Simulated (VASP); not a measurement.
# RbBr (P1) in VASP: single point with PBEsol

Aim: the single point of RbBr with PBEsol.

Program: VASP 6.6.1. These are calculated values, not measurements. Logs are shortened: lines on timing, memory, paths and dates and some standing lists are left out, and cuts for length are marked.

### Step 1. The cell of the first run

The typed cell holds 2 atoms: a = 4.122 Å, b = 4.096 Å, c = 4.114 Å, α = 91.65°, β = 89.95°, γ = 90.38°.

### Step 2. Single point, PBEsol

File INCAR:

```
PREC     = Accurate       # precision mode
ENCUT    = 520            # plane-wave cutoff, eV
EDIFF    = 1E-6           # SCF threshold, eV
ISMEAR   = -1             # smearing method
SIGMA    = 0.3            # smearing width, eV
LREAL    = F              # projectors in reciprocal space
LASPH    = T              # aspherical terms in the spheres
NELM     = 60             # most SCF steps
ALGO     = Normal         # electronic algorithm
ISIF     = 2              # what is computed and relaxed
LWAVE    = F              # write WAVECAR
LCHARG   = F              # write CHGCAR
GGA      = PS             # functional
NBANDS   = 15             # bands
```

File KPOINTS:

```
regular mesh
0
Gamma
  2 2 2
```

File POSCAR:

```
RbBr
1.0
    4.1219800000     -0.0135500000      0.0016300000
   -0.0135500000      4.0952000000     -0.0589600000
    0.0016300000     -0.0589600000      4.1132700000
Rb Br
1 1
Direct
    0.9902700000      0.0024400000      0.0042800000
    0.4989400000      0.4997000000      0.5003200000
```

Potentials or basis: VASP PAW PBE potentials, release 64 (Rb_sv, Br).

The run is started by

```
> cat potpaw_PBE.64/Rb_sv/POTCAR potpaw_PBE.64/Br/POTCAR > POTCAR
> mpirun -np 1 vasp_std > vasp.out
```

OUTCAR:

```text
PREC = Accurate
   ENCUT = 520
   EDIFF = 1E-6
   ISMEAR = -1
   LREAL = F
   LASPH = T
   NELM = 60
   ISIF = 2
   GGA = PS

 ion  position               nearest neighbor table
   1  0.990  0.002  0.004-   2 3.50   2 3.51   2 3.52   2 3.56   2 3.57   2 3.58   2 3.61   2 3.62

   2  0.499  0.500  0.500-   1 3.50   1 3.51   1 3.52   1 3.56   1 3.57   1 3.58   1 3.61   1 3.62

  LATTYP: Found a triclinic cell.
 ALAT       =     4.0956468261
 B/A-ratio  =     1.0044061524
 C/A-ratio  =     1.0064350684
 COS(alpha) =     0.0008387484
 COS(beta)  =     0.0066009438
 COS(gamma) =     0.0287266607

  Lattice vectors:

 A1 = (  -0.0135500000,   4.0952000000,  -0.0589600000)
 A2 = (  -0.0016300000,   0.0589600000,  -4.1132700000)
 A3 = (  -4.1219800000,   0.0135500000,  -0.0016300000)

Analysis of symmetry for initial positions (statically):
=====================================================================
 Subroutine PRICEL returns:
 Original cell was already a primitive cell.

 Routine SETGRP: Setting up the symmetry group for a
 triclinic supercell.

 Subroutine GETGRP returns: Found  1 space group operations
 (whereof  1 operations were pure point group operations)
 out of a pool of  2 trial point group operations.

The static configuration has the point symmetry C_1 .

Analysis of symmetry for dynamics (positions and initial velocities):
=====================================================================
 Subroutine PRICEL returns:
 Original cell was already a primitive cell.

 Routine SETGRP: Setting up the symmetry group for a
 triclinic supercell.

 Subroutine GETGRP returns: Found  1 space group operations
 (whereof  1 operations were pure point group operations)
 out of a pool of  2 trial point group operations.

The dynamic configuration has the point symmetry C_1 .

 Subroutine INISYM returns: Found  1 space group operations
 (whereof  1 operations are pure point group operations),
 and found     1 'primitive' translations

----------------------------------------------------------------------------------------

                                     Primitive cell

  volume of cell :      69.4183

  direct lattice vectors                    reciprocal lattice vectors
     4.121980000 -0.013550000  0.001630000     0.242604525  0.000801499 -0.000084650
    -0.013550000  4.095200000 -0.058960000     0.000801499  0.244241370  0.003500661
     0.001630000 -0.058960000  4.113270000    -0.000084650  0.003500661  0.243165787

  length of vectors
     4.122002593  4.095646826  4.113692870     0.242605863  0.244267771  0.243190999

  position of ions in fractional coordinates (direct lattice)
     0.990270000  0.002440000  0.004280000
     0.498940000  0.499700000  0.500320000

  ion indices of the primitive-cell ions
   primitive index   ion index
                 1           1
                 2           2

----------------------------------------------------------------------------------------

 KPOINTS: regular mesh

Automatic generation of k-mesh.
 Grid dimensions read from file:
 generate k-points for:    2    2    2

 Generating k-lattice:

  Cartesian coordinates                     Fractional coordinates (reciprocal lattice)
     0.121302262  0.000400750 -0.000042325     0.500000000 -0.000000000  0.000000000
     0.000400750  0.122120685  0.001750331    -0.000000000  0.500000000  0.000000000
    -0.000042325  0.001750331  0.121582894    -0.000000000  0.000000000  0.500000000

  Length of vectors
     0.121302932  0.122133886  0.121595499

  Shift w.r.t. Gamma in fractional coordinates (k-lattice)
     0.000000000  0.000000000  0.000000000

 Subroutine IBZKPT returns following result:
 ===========================================

 Found      8 irreducible k-points:

 Following reciprocal coordinates:
            Coordinates               Weight
  0.000000  0.000000  0.000000      1.000000
  0.500000 -0.000000 -0.000000      1.000000
 -0.000000  0.500000 -0.000000      1.000000
  0.500000  0.500000  0.000000      1.000000
 -0.000000  0.000000  0.500000      1.000000
  0.500000 -0.000000  0.500000      1.000000
 -0.000000  0.500000  0.500000      1.000000
  0.500000  0.500000  0.500000      1.000000
   k-points           NKPTS =      8   k-points in BZ     NKDIM =      8   number of bands    NBANDS=     15
   number of dos      NEDOS =    301   number of ions     NIONS =      2
   total plane-waves  NPLWV =  30720
   dimension x,y,z NGX =    32 NGY =   30 NGZ =   32
   dimension x,y,z NGXF=    64 NGYF=   60 NGZF=   64
   ions per type =               1   1
   NGX,Y,Z   is equivalent  to a cutoff of  12.91, 12.18, 12.93 a.u.
   NGXF,Y,Z  is equivalent  to a cutoff of  25.81, 24.35, 25.86 a.u.
 SYSTEM =  unknown system
   PREC   = accura    normal or accurate (medium, high low for compatibility)
   ISTART =      0    job   : 0-new  1-cont  2-samecut
   ICHARG =      2    charge: 1-file 2-atom 10-const
   ISPIN  =      1    spin polarized calculation?
   LNONCOLLINEAR =      F non collinear calculations
   LSORBIT =      F    spin-orbit coupling
   LASPH  =      T    aspherical Exc in radial PAW
   ENCUT  =  520.0 eV  38.22 Ry    6.18 a.u.   7.66  7.62  7.65*2*pi/ulx,y,z
   NELM   =     60;   NELMIN=  2; NELMDL= -5     # of ELM steps
   EDIFF  = 0.1E-05   stopping-criterion for ELM
   LREAL  =      F    real-space projection
   EDIFFG = 0.1E-04   stopping-criterion for IOM
   NSW    =      0    number of steps for IOM
   IBRION =     -1    ionic relax: 0-MD 1-quasi-New 2-CG
   NFREE  =      0    steps in history (QN), initial steepest desc. (CG)
   ISIF   =      2    stress and relaxation
   ISYM   =      2    0-nonsym 1-usesym 2-fastsym
   POTIM  = 0.5000    time-step for ionic-motion
   TEBEG  =    0.0;   TEEND  =   0.0 temperature during run
   PSTRESS=    0.0 pullay stress
   NELECT =      16.0000    total number of electrons
   NUPDOWN=      -1.0000    fix difference up-down
   EMIN   =  10.00;   EMAX   =-10.00  energy-range for DOS
   EFERMI =   0.00;   METHOD = LEGACY
   ISMEAR =    -1;   SIGMA  =   0.30  broadening in eV -4-tet -1-fermi 0-gaus
   EFERMI_NEDOS =   21; number of points for ismear=-14 and -15
   IALGO  =     38    algorithm
   IMIX   =      4    mixing-type and parameters
     AMIX     =   0.40;   BMIX     =  1.00
     AMIX_MAG =   1.60;   BMIX_MAG =  1.00
  volume/ion in A,a.u.               =      34.71       234.23
  Fermi-wavevector in a.u.,A,eV,Ry     =   1.003745  1.896804 13.707935  1.007505
  Thomas-Fermi vector in A             =   2.136317
   LORBIT       =      0    0 simple, 1 ext, 2 COOP (PROOUT), +10 PAW based schemes
   GGA     = PS    functional components
   LHFCALC =     F    Hartree Fock is set to
   AEXX    =    0.0000 exact exchange contribution
   IVDW    =     0    specifies the selected vdW correction
   LEPSILON=     F    determine dielectric tensor
   LRPA    =     F    only Hartree local field effects (RPA)
 non-spin polarized calculation
  energy-cutoff  :      520.00
  volume of cell :       69.42
 maximum number of plane-waves:      1880
 NGX is ok and might be reduce to    32
   NGX = 15   NGY = 15   NGZ = 15

 number of electron      16.0000003 magnetization

 Free energy of the ion-electron system (eV)
  ---------------------------------------------------
  ext. energy  EPLUGINS =         0.00000000
  ---------------------------------------------------
  free energy    TOTEN  =        -6.05426096 eV

  energy without entropy =       -6.04883138  energy(sigma->0) =       -6.05154617

 E-fermi :   1.6510     XC(G=0):  -8.1294

 val. band max:       -0.5530558572   @ k =   0.5000  -0.0000   0.5000
 cond. band min:       3.2823951312   @ k =   0.0000   0.0000   0.0000
 fundamental gap:      3.8354509884
 Fermi energy:         1.6509606579

 k-point     1 :       0.0000    0.0000    0.0000
  band No.  band energies     occupation
      1     -25.7718      2.00000
      2     -13.1952      2.00000
      3      -9.7635      2.00000
      4      -9.7622      2.00000
      5      -9.7543      2.00000
      6      -0.7470      1.99932
      7      -0.7381      1.99930
      8      -0.7086      1.99923
      9       3.2824      0.00866
     10       4.7554      0.00006
     11       4.7796      0.00006
     12       9.1008      0.00000
     13       9.2140      0.00000
     14       9.3056      0.00000
     15      11.9583      0.00000

 k-point     2 :       0.5000   -0.0000   -0.0000
  band No.  band energies     occupation
      1     -25.7506      2.00000
      2     -13.2024      2.00000
      3      -9.8785      2.00000
      4      -9.7113      2.00000
      5      -9.7075      2.00000
      6      -2.3941      2.00000
      7      -0.8599      1.99954
      8      -0.7608      1.99936
      9       6.0764      0.00000
     10       6.3298      0.00000
     11       6.9194      0.00000
     12       7.9517      0.00000
     13       9.0039      0.00000
     14       9.3130      0.00000
     15      10.0191      0.00000

 k-point     3 :      -0.0000    0.5000   -0.0000
  band No.  band energies     occupation
      1     -25.7490      2.00000
      2     -13.1962      2.00000
      3      -9.8945      2.00000
      4      -9.7104      2.00000
      5      -9.7069      2.00000
      6      -2.3961      2.00000
      7      -0.8301      1.99949
      8      -0.8177      1.99947
      9       6.0941      0.00000
     10       6.3334      0.00000
     11       6.9622      0.00000
     12       7.9247      0.00000
     13       9.1132      0.00000
     14       9.1212      0.00000
     15       9.9903      0.00000
[... 55 lines left out ...]
 k-point     7 :      -0.0000    0.5000    0.5000
  band No.  band energies     occupation
      1     -25.7292      2.00000
      2     -12.9904      2.00000
      3     -10.0977      2.00000
      4     -10.0787      2.00000
      5      -9.6756      2.00000
      6      -1.7027      1.99997
      7      -1.6428      1.99997
      8      -0.5817      1.99883
      9       4.5028      0.00015
     10       5.4122      0.00001
     11       7.1527      0.00000
     12       7.1877      0.00000
     13       9.9878      0.00000
     14      10.2094      0.00000
     15      10.9821      0.00000

 k-point     8 :       0.5000    0.5000    0.5000
  band No.  band energies     occupation
      1     -25.7107      2.00000
      2     -12.8805      2.00000
      3     -10.0111      2.00000
      4      -9.9898      2.00000
      5      -9.9873      2.00000
      6      -1.9947      1.99999
      7      -1.9821      1.99999
      8      -1.9816      1.99999
      9       7.3203      0.00000
     10       7.4505      0.00000
     11       7.6048      0.00000
     12       8.5589      0.00000
     13       8.6601      0.00000
     14       8.8443      0.00000
     15      11.4623      0.00000

------------------------ aborting loop because EDIFF is reached ----------------------------------------

  FORCE on cell =-STRESS in cart. coord.  units (eV):
  Direction    XX          YY          ZZ          XY          YZ          ZX
  --------------------------------------------------------------------------------------
  -------------------------------------------------------------------------------------
  Total        0.3426353      0.4608290      0.3796152      0.0092371      0.0519377      0.0005153
  in kB        7.9080398     10.6359572      8.7615383      0.2131929      1.1987238      0.0118927
  external PRESSURE =       9.1018451 kB  Pullay stress =       0.0000000 kB

 VOLUME and BASIS-vectors are now :
 -----------------------------------------------------------------------------
  energy-cutoff  :      520.00
  volume of cell :       69.42
      direct lattice vectors                 reciprocal lattice vectors
     4.121980000 -0.013550000  0.001630000     0.242604525  0.000801499 -0.000084650
    -0.013550000  4.095200000 -0.058960000     0.000801499  0.244241370  0.003500661
     0.001630000 -0.058960000  4.113270000    -0.000084650  0.003500661  0.243165787

 POSITION                                       TOTAL-FORCE (eV/Angst)
 -----------------------------------------------------------------------------------
      4.08185     -0.00368      0.01908         0.014523     -0.005746     -0.008156
      2.05067      2.01011      2.02930        -0.014523      0.005746      0.008156
 -----------------------------------------------------------------------------------
    total drift:                                0.000042      0.000080      0.000031

  FREE ENERGIE OF THE ION-ELECTRON SYSTEM (eV)
  ---------------------------------------------------
  free  energy   TOTEN  =        -6.0542609553 eV

  energy  without entropy=       -6.0488313848  energy(sigma->0) =       -6.05154617
```

Run time: 13 s. Hardware: 1 thread of Intel Xeon 8259CL, shared host; peak memory 0.17 GiB.

Results:

```
Free energy            : -6.0543 eV
Pressure               : 0.9 GPa
Largest force          : 0.018 eV/Å
Band gap on the k mesh : 3.84 eV, indirect (least direct gap 3.99 eV)
```

Forces on the atoms (eV/Å):
```
Rb   0.015 -0.006 -0.008
Br  -0.015  0.006  0.008
```

Levels at points of the mesh, in eV from the valence-band top:
| k point | band 4 | band 5 | band 6 | band 7 | band 8 | band 9 | band 10 | band 11 | band 12 | band 13 |
| --- | --- | --- | --- | --- | --- | --- | --- | --- | --- | --- |
| (0.00, 0.00, 0.00) | -9.21 | -9.20 | -0.19 | -0.18 | -0.16 | 3.84 | 5.31 | 5.33 | 9.65 | 9.77 |
| (0.50, 0.00, 0.00) | -9.16 | -9.15 | -1.84 | -0.31 | -0.21 | 6.63 | 6.88 | 7.47 | 8.50 | 9.56 |
| (0.00, 0.50, 0.00) | -9.16 | -9.15 | -1.84 | -0.28 | -0.26 | 6.65 | 6.89 | 7.52 | 8.48 | 9.67 |
| (0.50, 0.50, 0.00) | -9.53 | -9.12 | -1.13 | -1.11 | -0.02 | 5.05 | 5.98 | 7.74 | 7.76 | 10.61 |
| (0.00, 0.00, 0.50) | -9.16 | -9.15 | -1.84 | -0.28 | -0.24 | 6.64 | 6.88 | 7.49 | 8.49 | 9.67 |
| (0.50, 0.00, 0.50) | -9.53 | -9.12 | -1.12 | -1.12 | 0.00 | 5.04 | 6.01 | 7.79 | 7.80 | 10.62 |
| (0.00, 0.50, 0.50) | -9.53 | -9.12 | -1.15 | -1.09 | -0.03 | 5.06 | 5.97 | 7.71 | 7.74 | 10.54 |
| (0.50, 0.50, 0.50) | -9.44 | -9.43 | -1.44 | -1.43 | -1.43 | 7.87 | 8.00 | 8.16 | 9.11 | 9.21 |

Caveat: the k points lie up to 0.77 Å⁻¹ apart; the PAW data sets were made with another functional, which shifts forces and pressure a little. A k mesh can miss the band edges.
